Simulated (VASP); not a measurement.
# Tl (Im-3m) in VASP: notebook

Tl is run at these levels: LDA; tasks: electric field gradients.

Everything below comes from runs of VASP 6.6.1. Logs are shortened: lines on timing, memory, paths and dates and some standing lists are left out, and cuts for length are marked.

### 1 The cell of the first run

Symmetry: Im-3m, No. 229, cubic system. The conventional cell has a = 3.830 Å, b = 3.830 Å, c = 3.830 Å, α = 90.00°, β = 90.00°, γ = 90.00°. Within 4.4 Å of Tl (site symmetry m-3m) lie 14 Tl at 3.32 to 3.83 Å.

### 2 Electric field gradients, LDA (volume scaled by 0.96)

INCAR

```
ALGO = Normal
EDIFF = 1E-8
ENCUT = 520
ISIF = 2
ISMEAR = -1
LASPH = True
LCHARG = False
LEFG = True
LREAL = False
LWAVE = False
NBANDS = 12
NELM = 80
PREC = Accurate
SIGMA = 0.05
```

KPOINTS

```
k-points
0
Gamma
  13 13 13
```

POSCAR

```
Tl
1.0
   -1.9147670545      1.9147670545      1.9147670545
    1.9147670545     -1.9147670545      1.9147670545
    1.9147670545      1.9147670545     -1.9147670545
Tl
1
Direct
    0.0000000000      0.0000000000      0.0000000000
```

Potentials or basis: VASP PAW LDA potentials, release 64 (Tl_d).

Started as:

```
cat potpaw_LDA.64/Tl_d/POTCAR > POTCAR
mpirun -np 1 vasp_std > vasp.out
```

OUTCAR:

```text
EDIFF = 1E-8
   ENCUT = 520
   ISIF = 2
   ISMEAR = -1
   LASPH = True
   LREAL = False
   NELM = 80
   PREC = Accurate

 ion  position               nearest neighbor table
   1  0.000  0.000  0.000-

  LATTYP: Found a body centered cubic cell.
 ALAT       =     3.8295341090

  Lattice vectors:

 A1 = (  -1.9147670545,   1.9147670545,   1.9147670545)
 A2 = (   1.9147670545,  -1.9147670545,   1.9147670545)
 A3 = (   1.9147670545,   1.9147670545,  -1.9147670545)

Analysis of symmetry for initial positions (statically):
=====================================================================
 Subroutine PRICEL returns:
 Original cell was already a primitive cell.

 Routine SETGRP: Setting up the symmetry group for a
 body centered cubic supercell.

 Subroutine GETGRP returns: Found 48 space group operations
 (whereof 48 operations were pure point group operations)
 out of a pool of 48 trial point group operations.

The static configuration has the point symmetry O_h .

Analysis of symmetry for dynamics (positions and initial velocities):
=====================================================================
 Subroutine PRICEL returns:
 Original cell was already a primitive cell.

 Routine SETGRP: Setting up the symmetry group for a
 body centered cubic supercell.

 Subroutine GETGRP returns: Found 48 space group operations
 (whereof 48 operations were pure point group operations)
 out of a pool of 48 trial point group operations.

The dynamic configuration has the point symmetry O_h .

 Subroutine INISYM returns: Found 48 space group operations
 (whereof 48 operations are pure point group operations),
 and found     1 'primitive' translations

----------------------------------------------------------------------------------------

                                     Primitive cell

  volume of cell :      28.0807

  direct lattice vectors                    reciprocal lattice vectors
    -1.914767054  1.914767054  1.914767054     0.000000000  0.261128370  0.261128370
     1.914767054 -1.914767054  1.914767054     0.261128370  0.000000000  0.261128370
     1.914767054  1.914767054 -1.914767054     0.261128370  0.261128370  0.000000000

  length of vectors
     3.316473823  3.316473823  3.316473823     0.369291282  0.369291282  0.369291282

  position of ions in fractional coordinates (direct lattice)
     0.000000000  0.000000000  0.000000000
[... 118 lines left out ...]
  ext. energy  EPLUGINS =         0.00000000
  ---------------------------------------------------
  free energy    TOTEN  =        -2.92763195 eV

  energy without entropy =       -2.92239920  energy(sigma->0) =       -2.92501558

 E-fermi :   6.4406     XC(G=0): -10.5969

 val. band max:        6.4272842182   @ k =   0.2308   0.2308   0.2308
 cond. band min:       6.4651798604   @ k =  -0.3077   0.4615   0.0769
 fundamental gap:      0.0378956423
 Fermi energy:         6.4405981192

 k-point     1 :       0.0000    0.0000    0.0000
  band No.  band energies     occupation
      1      -5.1702      2.00000
      2      -5.1702      2.00000
      3      -5.1702      2.00000
      4      -4.7115      2.00000
      5      -4.7115      2.00000
      6      -3.7063      2.00000
      7      17.4444      0.00000
      8      17.4444      0.00000
      9      17.4444      0.00000
     10      18.8821      0.00000
     11      18.8821      0.00000
     12      18.8821      0.00000
[... 331 lines left out ...]
 k-point    24 :       0.2308    0.0769    0.0769
  band No.  band energies     occupation
      1      -5.2865      2.00000
      2      -5.2128      2.00000
      3      -4.7667      2.00000
      4      -4.7150      2.00000
      5      -4.7080      2.00000
      6      -1.1304      2.00000
      7       8.1963      0.00000
      8      11.8972      0.00000
      9      13.0209      0.00000
     10      19.3929      0.00000
     11      19.8184      0.00000
     12      21.4135      0.00000

 [... further k-points ...]
[... 5 lines left out ...]
  --------------------------------------------------------------------------------------
  -------------------------------------------------------------------------------------
  Total       -0.1947881     -0.1947881     -0.1947881      0.0000000      0.0000000     -0.0000000
  in kB      -11.1138654    -11.1138654    -11.1138654      0.0000000      0.0000000     -0.0000000
  external PRESSURE =     -11.1138654 kB  Pullay stress =       0.0000000 kB

 VOLUME and BASIS-vectors are now :
 -----------------------------------------------------------------------------
  energy-cutoff  :      520.00
  volume of cell :       28.08
      direct lattice vectors                 reciprocal lattice vectors
    -1.914767054  1.914767054  1.914767054     0.000000000  0.261128370  0.261128370
     1.914767054 -1.914767054  1.914767054     0.261128370  0.000000000  0.261128370
     1.914767054  1.914767054 -1.914767054     0.261128370  0.261128370  0.000000000

 POSITION                                       TOTAL-FORCE (eV/Angst)
 -----------------------------------------------------------------------------------
      0.00000      0.00000      0.00000         0.000000     -0.000000     -0.000000
 -----------------------------------------------------------------------------------
    total drift:                               -0.000000     -0.000000     -0.000000

  FREE ENERGIE OF THE ION-ELECTRON SYSTEM (eV)
  ---------------------------------------------------
  free  energy   TOTEN  =        -2.9276319536 eV

  energy  without entropy=       -2.9223992033  energy(sigma->0) =       -2.92501558

 Electric field gradients (V/A^2)
---------------------------------------------------------------------
 ion       V_xx      V_yy      V_zz      V_xy      V_xz      V_yz
---------------------------------------------------------------------
   1      -0.000    -0.000    -0.000     0.001     0.001     0.001
---------------------------------------------------------------------

 Electric field gradients after diagonalization (V/A^2)
 (convention: |V_zz| > |V_xx| > |V_yy|)
----------------------------------------------------------------------
 ion       V_xx      V_yy      V_zz     asymmetry (V_yy - V_xx)/ V_zz
----------------------------------------------------------------------
   1      -0.001    -0.001     0.001       0.000
----------------------------------------------------------------------

           NMR quadrupolar parameters

 Cq : quadrupolar parameter    Cq=e*Q*V_zz/h
 eta: asymmetry parameters     (V_yy - V_xx)/ V_zz
 Q  : nuclear electric quadrupole moment in mb (millibarn)
----------------------------------------------------------------------
 ion       Cq(MHz)       eta       Q (mb)
----------------------------------------------------------------------
   1       0.000       0.000       1.000
----------------------------------------------------------------------
```

OSZICAR:

```text
N       E                     dE             d eps       ncg     rms          rms(c)
DAV:   1     0.516460788693E+02    0.51646E+02   -0.66817E+03  2128   0.943E+02
DAV:   2    -0.233584315005E+01   -0.53982E+02   -0.52866E+02  2256   0.216E+02
DAV:   3    -0.295957018823E+01   -0.62373E+00   -0.62277E+00  2376   0.210E+01
DAV:   4    -0.296239067439E+01   -0.28205E-02   -0.28203E-02  2308   0.164E+00
DAV:   5    -0.296242371853E+01   -0.33044E-04   -0.33045E-04  2328   0.171E-01    0.235E+00
DAV:   6    -0.293355514660E+01    0.28869E-01   -0.44915E-02  2204   0.200E+00    0.165E+00
DAV:   7    -0.292810915752E+01    0.54460E-02   -0.13703E-02  2192   0.107E+00    0.674E-01
DAV:   8    -0.292763116825E+01    0.47799E-03   -0.57974E-04  2264   0.245E-01    0.326E-02
DAV:   9    -0.292763221947E+01   -0.10512E-05   -0.30511E-06  2324   0.198E-02    0.541E-03
DAV:  10    -0.292763195237E+01    0.26711E-06   -0.39660E-07  2352   0.674E-03    0.362E-04
DAV:  11    -0.292763195359E+01   -0.12219E-08   -0.10059E-08  1444   0.926E-04
   1 F= -.29276320E+01 E0= -.29250156E+01  d E =-.523275E-02
```

It took 22 s on 1 thread of Intel Xeon Platinum 8259CL at 2.50GHz (Skylake/Cascade Lake), shared host; peak memory 0.15 GiB.

What came out:

- Free energy: -2.9276 eV
- Pressure: -1.1 GPa

Caveat: without QUAD_EFG the Cq values of the log hold for a quadrupole moment of 1 mb, not for the nuclei; spin-orbit coupling is left out, which moves the levels of the heavy elements.

### 3 Electric field gradients, LDA (volume scaled by 0.99)

INCAR

```
PREC = Accurate
ENCUT = 520
EDIFF = 1E-8
ISMEAR = -1
SIGMA = 0.05
LREAL = False
LASPH = True
NELM = 60
ALGO = Normal
ISIF = 2
LWAVE = False
LCHARG = False
GGA = CA
LEFG = True
NBANDS = 12
```

KPOINTS

```
Automatic mesh
0
Gamma
  13 13 13
```

POSCAR

```
Tl
1.0
   -1.9345083127      1.9345083127      1.9345083127
    1.9345083127     -1.9345083127      1.9345083127
    1.9345083127      1.9345083127     -1.9345083127
Tl
1
Direct
    0.0000000000      0.0000000000      0.0000000000
```

Potentials or basis: VASP PAW LDA potentials, release 64 (Tl_d).

Started as:

```
cat potpaw_LDA.64/Tl_d/POTCAR > POTCAR
mpirun -np 1 vasp_std > vasp.out
```

OUTCAR:

```text
PREC = Accurate
   ENCUT = 520
   EDIFF = 1E-8
   ISMEAR = -1
   LREAL = False
   LASPH = True
   NELM = 60
   ISIF = 2
   GGA = CA

 ion  position               nearest neighbor table
   1  0.000  0.000  0.000-

  LATTYP: Found a body centered cubic cell.
 ALAT       =     3.8690166254

  Lattice vectors:

 A1 = (  -1.9345083127,   1.9345083127,   1.9345083127)
 A2 = (   1.9345083127,  -1.9345083127,   1.9345083127)
 A3 = (   1.9345083127,   1.9345083127,  -1.9345083127)

Analysis of symmetry for initial positions (statically):
=====================================================================
 Subroutine PRICEL returns:
 Original cell was already a primitive cell.

 Routine SETGRP: Setting up the symmetry group for a
 body centered cubic supercell.

 Subroutine GETGRP returns: Found 48 space group operations
 (whereof 48 operations were pure point group operations)
 out of a pool of 48 trial point group operations.

The static configuration has the point symmetry O_h .

Analysis of symmetry for dynamics (positions and initial velocities):
=====================================================================
 Subroutine PRICEL returns:
 Original cell was already a primitive cell.

 Routine SETGRP: Setting up the symmetry group for a
 body centered cubic supercell.

 Subroutine GETGRP returns: Found 48 space group operations
 (whereof 48 operations were pure point group operations)
 out of a pool of 48 trial point group operations.

The dynamic configuration has the point symmetry O_h .

 Subroutine INISYM returns: Found 48 space group operations
 (whereof 48 operations are pure point group operations),
 and found     1 'primitive' translations

----------------------------------------------------------------------------------------

                                     Primitive cell

  volume of cell :      28.9582

  direct lattice vectors                    reciprocal lattice vectors
    -1.934508313  1.934508313  1.934508313     0.000000000  0.258463609  0.258463609
     1.934508313 -1.934508313  1.934508313     0.258463609  0.000000000  0.258463609
     1.934508313  1.934508313 -1.934508313     0.258463609  0.258463609  0.000000000

  length of vectors
     3.350666685  3.350666685  3.350666685     0.365522741  0.365522741  0.365522741

  position of ions in fractional coordinates (direct lattice)
     0.000000000  0.000000000  0.000000000

  ion indices of the primitive-cell ions
   primitive index   ion index
                 1           1

----------------------------------------------------------------------------------------

 KPOINTS: Automatic mesh

Automatic generation of k-mesh.
 Grid dimensions read from file:
 generate k-points for:   13   13   13

 Generating k-lattice:
[... 70 lines left out ...]
   POTIM  = 0.5000    time-step for ionic-motion
   TEBEG  =    0.0;   TEEND  =   0.0 temperature during run
   PSTRESS=    0.0 pullay stress
   NELECT =      13.0000    total number of electrons
   NUPDOWN=      -1.0000    fix difference up-down
   EMIN   =  10.00;   EMAX   =-10.00  energy-range for DOS
   EFERMI =   0.00;   METHOD = LEGACY
   ISMEAR =    -1;   SIGMA  =   0.05  broadening in eV -4-tet -1-fermi 0-gaus
   EFERMI_NEDOS =   21; number of points for ismear=-14 and -15
   IALGO  =     38    algorithm
   IMIX   =      4    mixing-type and parameters
     AMIX     =   0.40;   BMIX     =  1.00
     AMIX_MAG =   1.60;   BMIX_MAG =  1.00
  volume/ion in A,a.u.               =      28.96       195.42
  Fermi-wavevector in a.u.,A,eV,Ry     =   1.253522  2.368813 21.379077  1.571318
  Thomas-Fermi vector in A             =   2.387371
   LORBIT       =      0    0 simple, 1 ext, 2 COOP (PROOUT), +10 PAW based schemes
   GGA     = CA    functional components
   LHFCALC =     F    Hartree Fock is set to
   AEXX    =    0.0000 exact exchange contribution
   IVDW    =     0    specifies the selected vdW correction
   LEPSILON=     F    determine dielectric tensor
   LRPA    =     F    only Hartree local field effects (RPA)
 non-spin polarized calculation
  energy-cutoff  :      520.00
  volume of cell :       28.96
 maximum number of plane-waves:       790
 NGX is ok and might be reduce to    28
   NGX = 13   NGY = 13   NGZ = 13

 number of electron      13.0000000 magnetization

 Free energy of the ion-electron system (eV)
  ---------------------------------------------------
  ext. energy  EPLUGINS =         0.00000000
  ---------------------------------------------------
  free energy    TOTEN  =        -2.91910460 eV

  energy without entropy =       -2.91356132  energy(sigma->0) =       -2.91633296

 E-fermi :   6.1124     XC(G=0): -10.4445

 val. band max:        6.0707357625   @ k =  -0.3846   0.3846   0.1538
 cond. band min:       6.1229493113   @ k =  -0.3077   0.4615   0.0769
 fundamental gap:      0.0522135488
 Fermi energy:         6.1124340489

 k-point     1 :       0.0000    0.0000    0.0000
  band No.  band energies     occupation
      1      -5.4509      2.00000
      2      -5.4509      2.00000
      3      -5.4509      2.00000
      4      -5.0244      2.00000
      5      -5.0244      2.00000
      6      -3.8232      2.00000
      7      16.7834      0.00000
      8      16.7834      0.00000
      9      16.7834      0.00000
     10      18.4830      0.00000
     11      18.4830      0.00000
     12      18.4830      0.00000
[... 331 lines left out ...]
 k-point    24 :       0.2308    0.0769    0.0769
  band No.  band energies     occupation
      1      -5.5571      2.00000
      2      -5.4841      2.00000
      3      -5.0755      2.00000
      4      -5.0284      2.00000
      5      -5.0171      2.00000
      6      -1.3387      2.00000
      7       7.7955      0.00000
      8      11.4450      0.00000
      9      12.5752      0.00000
     10      18.7858      0.00000
     11      19.3167      0.00000
     12      20.8069      0.00000

 [... further k-points ...]

------------------------ aborting loop because EDIFF is reached ----------------------------------------

  FORCE on cell =-STRESS in cart. coord.  units (eV):
  Direction    XX          YY          ZZ          XY          YZ          ZX
  --------------------------------------------------------------------------------------
  -------------------------------------------------------------------------------------
  Total       -0.3877416     -0.3877416     -0.3877416      0.0000000      0.0000000      0.0000000
  in kB      -21.4526599    -21.4526599    -21.4526599      0.0000000      0.0000000      0.0000000
  external PRESSURE =     -21.4526599 kB  Pullay stress =       0.0000000 kB

 VOLUME and BASIS-vectors are now :
 -----------------------------------------------------------------------------
  energy-cutoff  :      520.00
  volume of cell :       28.96
      direct lattice vectors                 reciprocal lattice vectors
    -1.934508313  1.934508313  1.934508313     0.000000000  0.258463609  0.258463609
     1.934508313 -1.934508313  1.934508313     0.258463609  0.000000000  0.258463609
     1.934508313  1.934508313 -1.934508313     0.258463609  0.258463609  0.000000000

 POSITION                                       TOTAL-FORCE (eV/Angst)
 -----------------------------------------------------------------------------------
      0.00000      0.00000      0.00000         0.000000     -0.000000      0.000000
 -----------------------------------------------------------------------------------
    total drift:                               -0.000000     -0.000000     -0.000000

  FREE ENERGIE OF THE ION-ELECTRON SYSTEM (eV)
  ---------------------------------------------------
  free  energy   TOTEN  =        -2.9191045988 eV

  energy  without entropy=       -2.9135613245  energy(sigma->0) =       -2.91633296

 Electric field gradients (V/A^2)
---------------------------------------------------------------------
 ion       V_xx      V_yy      V_zz      V_xy      V_xz      V_yz
---------------------------------------------------------------------
   1       0.000     0.000    -0.000     0.001     0.001     0.001
---------------------------------------------------------------------

 Electric field gradients after diagonalization (V/A^2)
 (convention: |V_zz| > |V_xx| > |V_yy|)
----------------------------------------------------------------------
 ion       V_xx      V_yy      V_zz     asymmetry (V_yy - V_xx)/ V_zz
----------------------------------------------------------------------
   1      -0.001    -0.001     0.001       0.000
----------------------------------------------------------------------

           NMR quadrupolar parameters

 Cq : quadrupolar parameter    Cq=e*Q*V_zz/h
 eta: asymmetry parameters     (V_yy - V_xx)/ V_zz
 Q  : nuclear electric quadrupole moment in mb (millibarn)
----------------------------------------------------------------------
 ion       Cq(MHz)       eta       Q (mb)
----------------------------------------------------------------------
   1       0.000       0.000       1.000
----------------------------------------------------------------------
```

OSZICAR:

```text
N       E                     dE             d eps       ncg     rms          rms(c)
DAV:   1     0.511323229542E+02    0.51132E+02   -0.66649E+03  2112   0.940E+02
DAV:   2    -0.228406996816E+01   -0.53416E+02   -0.52424E+02  2284   0.215E+02
DAV:   3    -0.294837208708E+01   -0.66430E+00   -0.66374E+00  2392   0.216E+01
DAV:   4    -0.295147080460E+01   -0.30987E-02   -0.30986E-02  2304   0.171E+00
DAV:   5    -0.295150858588E+01   -0.37781E-04   -0.37780E-04  2312   0.181E-01    0.212E+00
DAV:   6    -0.292456623304E+01    0.26942E-01   -0.42264E-02  2184   0.192E+00    0.150E+00
DAV:   7    -0.291954663468E+01    0.50196E-02   -0.12581E-02  2248   0.101E+00    0.636E-01
DAV:   8    -0.291910382757E+01    0.44281E-03   -0.49352E-04  2260   0.226E-01    0.308E-02
DAV:   9    -0.291910481074E+01   -0.98317E-06   -0.27875E-06  2332   0.186E-02    0.497E-03
DAV:  10    -0.291910459802E+01    0.21272E-06   -0.41018E-07  2332   0.688E-03    0.333E-04
DAV:  11    -0.291910459881E+01   -0.79149E-09   -0.63612E-09  1492   0.747E-04
   1 F= -.29191046E+01 E0= -.29163330E+01  d E =-.554327E-02
```

stdout:

```text
POSCAR found type information on POSCAR Tl
 POSCAR found :  1 types and       1 ions
 scaLAPACK will be used
 LDA part: xc-table for (Slater(with rela. corr.)+CA(PZ))
 , standard interpolation
 POSCAR, INCAR and KPOINTS ok, starting setup
 FFT: planning ... GRIDC
 FFT: planning ... GRID_SOFT
 FFT: planning ... GRID
 WAVECAR not read
 entering main loop
ion   1
```

Wall time 22 s (1 thread of Intel Xeon Platinum 8259CL at 2.50GHz (Skylake/Cascade Lake), shared host); peak memory 0.15 GiB.

What came out:

* Free energy: -2.9191 eV
* Pressure: -2.1 GPa

Caveat: without QUAD_EFG the Cq values of the log hold for a quadrupole moment of 1 mb, not for the nuclei; spin-orbit coupling is left out, which moves the levels of the heavy elements.

[end of part 1 of 2]
